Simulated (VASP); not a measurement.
# Zn2Cd3S5 (I-4m2) in VASP: single point with PBE

Aim: the single point of Zn2Cd3S5 with PBE.

Everything below comes from runs of VASP 6.6.1. Logs are shortened: lines on timing, memory, paths and dates and some standing lists are left out, and cuts for length are marked.

## 1. The cell of the first run

The structure is tetragonal, space group I-4m2 (No. 119). The conventional cell has a = 4.033 Å, b = 4.033 Å, c = 28.960 Å, α = 90.00°, β = 90.00°, γ = 90.00°. Within 3.2 Å of Zn (site symmetry 2mm) lie 4 S at 2.39 Å. Cd (site symmetry 2mm) has 4 S at 2.55 Å within 3.4 Å. Within 3.4 Å of Cd (site symmetry -4m2) lie 4 S at 2.55 Å. Within 3.2 Å of S (site symmetry 2mm) lie 2 Zn at 2.39 Å and 2 Cd at 2.55 Å. S (site symmetry -4m2) has 4 Zn at 2.39 Å within 3.2 Å. Within 3.4 Å of S (site symmetry 2mm) lie 4 Cd at 2.55 Å.

## 2. Single point, PBE

Contents of INCAR:

```
SYSTEM = Zn2Cd3S5
PREC = Accurate
ENCUT = 520
EDIFF = 1E-7
ISMEAR = 0
SIGMA = 0.1
LREAL = .False.
LASPH = .True.
NELM = 80
ALGO = Normal
ISIF = 2
LWAVE = .False.
LCHARG = .False.
GGA = PE
NBANDS = 56
```

Contents of KPOINTS:

```
regular mesh
0
Gamma
  4 4 4
  0 0 0
```

Contents of POSCAR:

```
Zn2Cd3S5
1.0
    0.0000000000     -4.0325256844      0.0000000000
    4.0325256844      0.0000000000      0.0000000000
   -2.0162628422      2.0162628422     14.4801998330
Zn Cd S
2 3 5
Direct
    0.5443332775      0.0443332775      0.0886665550
    0.9556667225      0.4556667225      0.9113334450
    0.1424402641      0.6424402641      0.2848805282
    0.7500000000      0.2500000000      0.5000000000
    0.3575597359      0.8575597359      0.7151194718
    0.9115562832      0.9115562832      0.8231125664
    0.5000000000      0.5000000000      1.0000000000
    0.0884437168      0.0884437168      0.1768874336
    0.6962160598      0.6962160598      0.3924321196
    0.3037839402      0.3037839402      0.6075678804
```

Potentials or basis: VASP PAW PBE potentials, release 64 (Zn, Cd, S).

On the command line:

```
cat potpaw_PBE.64/Zn/POTCAR potpaw_PBE.64/Cd/POTCAR potpaw_PBE.64/S/POTCAR > POTCAR
mpirun -np 1 vasp_std > vasp.out
```

OUTCAR:

```text
SYSTEM = Zn2Cd3S5
   PREC = Accurate
   ENCUT = 520
   EDIFF = 1E-7
   ISMEAR = 0
   LREAL = .False.
   LASPH = .True.
   NELM = 80
   ISIF = 2
   GGA = PE

 ion  position               nearest neighbor table
   1  0.544  0.044  0.089-   8 2.39   8 2.39   7 2.39   7 2.39
   2  0.956  0.456  0.911-   6 2.39   6 2.39   7 2.39   7 2.39
   3  0.142  0.642  0.285-   9 2.55   9 2.55   8 2.55   8 2.55
   4  0.750  0.250  0.500-  10 2.55   9 2.55  10 2.55   9 2.55
   5  0.358  0.858  0.715-  10 2.55  10 2.55   6 2.55   6 2.55
   6  0.912  0.912  0.823-   2 2.39   2 2.39   5 2.55   5 2.55
   7  0.500  0.500  0.000-   1 2.39   1 2.39   2 2.39   2 2.39
   8  0.088  0.088  0.177-   1 2.39   1 2.39   3 2.55   3 2.55
   9  0.696  0.696  0.392-   3 2.55   3 2.55   4 2.55   4 2.55
  10  0.304  0.304  0.608-   5 2.55   5 2.55   4 2.55   4 2.55

  LATTYP: Found a body centered tetragonal cell.
 ALAT       =     4.0325256844
 C/A-ratio  =     7.1817024695

  Lattice vectors:

 A1 = (  -2.0162628422,  -2.0162628422, -14.4801998330)
 A2 = (   2.0162628422,   2.0162628422, -14.4801998330)
 A3 = (   2.0162628422,  -2.0162628422,  14.4801998330)

Analysis of symmetry for initial positions (statically):
=====================================================================
 Subroutine PRICEL returns:
 Original cell was already a primitive cell.

 Routine SETGRP: Setting up the symmetry group for a
 body centered tetragonal supercell.

 Subroutine GETGRP returns: Found  8 space group operations
 (whereof  8 operations were pure point group operations)
 out of a pool of 16 trial point group operations.

The static configuration has the point symmetry D_2d.

Analysis of symmetry for dynamics (positions and initial velocities):
=====================================================================
 Subroutine PRICEL returns:
 Original cell was already a primitive cell.

 Routine SETGRP: Setting up the symmetry group for a
 body centered tetragonal supercell.

 Subroutine GETGRP returns: Found  8 space group operations
 (whereof  8 operations were pure point group operations)
 out of a pool of 16 trial point group operations.

The dynamic configuration has the point symmetry D_2d.

[... 106 lines left out ...]
   IBRION =     -1    ionic relax: 0-MD 1-quasi-New 2-CG
   NFREE  =      0    steps in history (QN), initial steepest desc. (CG)
   ISIF   =      2    stress and relaxation
   ISYM   =      2    0-nonsym 1-usesym 2-fastsym
   POTIM  = 0.5000    time-step for ionic-motion
   TEBEG  =    0.0;   TEEND  =   0.0 temperature during run
   PSTRESS=    0.0 pullay stress
   NELECT =      90.0000    total number of electrons
   NUPDOWN=      -1.0000    fix difference up-down
   EMIN   =  10.00;   EMAX   =-10.00  energy-range for DOS
   EFERMI =   0.00;   METHOD = LEGACY
   ISMEAR =     0;   SIGMA  =   0.10  broadening in eV -4-tet -1-fermi 0-gaus
   EFERMI_NEDOS =   21; number of points for ismear=-14 and -15
   IALGO  =     38    algorithm
   IMIX   =      4    mixing-type and parameters
     AMIX     =   0.40;   BMIX     =  1.00
     AMIX_MAG =   1.60;   BMIX_MAG =  1.00
  volume/ion in A,a.u.               =      23.55       158.90
  Fermi-wavevector in a.u.,A,eV,Ry     =   1.188081  2.245148 19.205120  1.411536
  Thomas-Fermi vector in A             =   2.324218
   LORBIT       =      0    0 simple, 1 ext, 2 COOP (PROOUT), +10 PAW based schemes
   GGA     = PE    functional components
   LHFCALC =     F    Hartree Fock is set to
   AEXX    =    0.0000 exact exchange contribution
   IVDW    =     0    specifies the selected vdW correction
   LEPSILON=     F    determine dielectric tensor
   LRPA    =     F    only Hartree local field effects (RPA)
 non-spin polarized calculation
 Gauss-broadening in eV      SIGMA  =   0.10
  energy-cutoff  :      520.00
  volume of cell :      235.47
 maximum number of plane-waves:      6382
 NGX is ok and might be reduce to    30
   NGX = 15   NGY = 15   NGZ = 55

 number of electron      89.9999965 magnetization

 Free energy of the ion-electron system (eV)
  ---------------------------------------------------
  ext. energy  EPLUGINS =         0.00000000
  ---------------------------------------------------
  free energy    TOTEN  =       -31.92178878 eV

  energy without entropy =      -31.92178878  energy(sigma->0) =      -31.92178878

 E-fermi :   1.7798     XC(G=0):  -9.1701

 val. band max:        1.3468907577   @ k =   0.0000   0.0000   0.0000
 cond. band min:       2.6202926320   @ k =   0.0000   0.0000   0.0000
 fundamental gap:      1.2734018744
 Fermi energy:         1.7797672123

 k-point     1 :       0.0000    0.0000    0.0000
  band No.  band energies     occupation
      1     -11.2428      2.00000
      2     -10.8286      2.00000
      3     -10.7988      2.00000
      4     -10.4831      2.00000
      5     -10.3521      2.00000
      6      -6.3363      2.00000
[... 756 lines left out ...]
     55       7.4387      0.00000
     56       8.0841      0.00000

------------------------ aborting loop because EDIFF is reached ----------------------------------------

  FORCE on cell =-STRESS in cart. coord.  units (eV):
  Direction    XX          YY          ZZ          XY          YZ          ZX
  --------------------------------------------------------------------------------------
  -------------------------------------------------------------------------------------
  Total        0.4939526      0.4939526      0.2632514      0.0000000      0.0000000      0.0000000
  in kB        3.3609887      3.3609887      1.7912343      0.0000000      0.0000000      0.0000000
  external PRESSURE =       2.8377373 kB  Pullay stress =       0.0000000 kB

 VOLUME and BASIS-vectors are now :
 -----------------------------------------------------------------------------
  energy-cutoff  :      520.00
  volume of cell :      235.47
      direct lattice vectors                 reciprocal lattice vectors
     0.000000000 -4.032525684  0.000000000     0.000000000 -0.247983541  0.034529910
     4.032525684  0.000000000  0.000000000     0.247983541  0.000000000  0.034529910
    -2.016262842  2.016262842 14.480199833     0.000000000  0.000000000  0.069059820

 POSITION                                       TOTAL-FORCE (eV/Angst)
 -----------------------------------------------------------------------------------
      0.00000     -2.01626      1.28391         0.000000      0.000000      0.004278
      0.00000     -2.01626     13.19629         0.000000      0.000000     -0.004278
      2.01626     -0.00000      4.12513         0.000000      0.000000      0.000127
      0.00000     -2.01626      7.24010         0.000000      0.000000      0.000000
      2.01626      0.00000     10.35507         0.000000      0.000000     -0.000127
      2.01626     -2.01626     11.91883        -0.000000      0.000000      0.036137
      2.01626     -2.01626      0.00000         0.000000      0.000000      0.000000
      0.00000      0.00000      2.56137         0.000000     -0.000000     -0.036137
      2.01626     -2.01626      5.68250         0.000000      0.000000     -0.001902
      0.00000      0.00000      8.79770         0.000000      0.000000      0.001902
 -----------------------------------------------------------------------------------
    total drift:                               -0.000001     -0.000001     -0.000000

  FREE ENERGIE OF THE ION-ELECTRON SYSTEM (eV)
  ---------------------------------------------------
  free  energy   TOTEN  =       -31.9217887799 eV

  energy  without entropy=      -31.9217887799  energy(sigma->0) =      -31.92178878
```

stdout:

```text
POSCAR found type information on POSCAR ZnCdS
 POSCAR found :  3 types and      10 ions
 scaLAPACK will be used
 LDA part: xc-table for (Slater+PW92), standard interpolation
 POSCAR, INCAR and KPOINTS ok, starting setup
 FFT: planning ... GRIDC
 FFT: planning ... GRID_SOFT
 FFT: planning ... GRID
 WAVECAR not read
 entering main loop
```

Wall time 3.9 min (1 thread of AMD EPYC 7R13, shared host); peak memory 0.35 GiB.

Results:

| Quantity | Value |
| --- | --- |
| Free energy | -31.9218 eV |
| Pressure | 0.3 GPa |
| Largest force | 0.036 eV/Å |
| Band gap on the k mesh | 1.27 eV |

Forces on the atoms (eV/Å):
```
Zn   0.000  0.000  0.004
Zn   0.000  0.000 -0.004
Cd   0.000  0.000  0.000
Cd   0.000  0.000  0.000
Cd   0.000  0.000  0.000
S    0.000  0.000  0.036
S    0.000  0.000  0.000
S    0.000  0.000 -0.036
S    0.000  0.000 -0.002
S    0.000  0.000  0.002
```

Levels at points of the mesh, in eV from the valence-band top:
```csv
k point,band 43,band 44,band 45,band 46,band 47,band 48
"(0.00, 0.00, 0.00)",-0.12,0.00,0.00,1.27,3.21,3.24
"(0.50, 0.00, 0.00)",-0.61,-0.57,-0.57,2.93,3.36,3.39
"(0.50, 0.50, 0.00)",-1.96,-1.90,-1.89,3.51,3.93,4.07
"(0.00, 0.00, 0.50)",-0.30,-0.15,-0.15,1.99,2.21,3.50
```

A k mesh can miss the band edges.
